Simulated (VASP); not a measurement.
Runs of VASP 6.6.1 on NaF. Symmetry: Fm-3m, No. 225, cubic system. Conventional cell: a = 4.594 Å, b = 4.594 Å, c = 4.594 Å, α = 90.00°, β = 90.00°, γ = 90.00°. Within 3.0 Å of Na (site symmetry m-3m) lie 6 F at 2.30 Å. F (site symmetry m-3m) has 6 Na at 2.30 Å within 3.0 Å. 

```csv
level,k mesh,gap on the mesh (eV),pressure (GPa)
PBE,10 × 10 × 10,6.44,3.5
PBE0,6 × 6 × 6,9.38,1.6
r2SCAN,6 × 6 × 6,7.32,(a)
PBE,6 × 6 × 6,6.44,3.5
HSE06,6 × 6 × 6,8.60,1.6
```

Alike in all rows: no spin polarisation; cell as given; smearing gaussian 0.01 eV.

Estimate the missing entries.

(a) -0.8.

Caveats: the PAW data sets were made with another functional, which shifts forces and pressure a little (at least some runs); the cell stands under pressure (at least some runs).

A k mesh can miss the band edges.
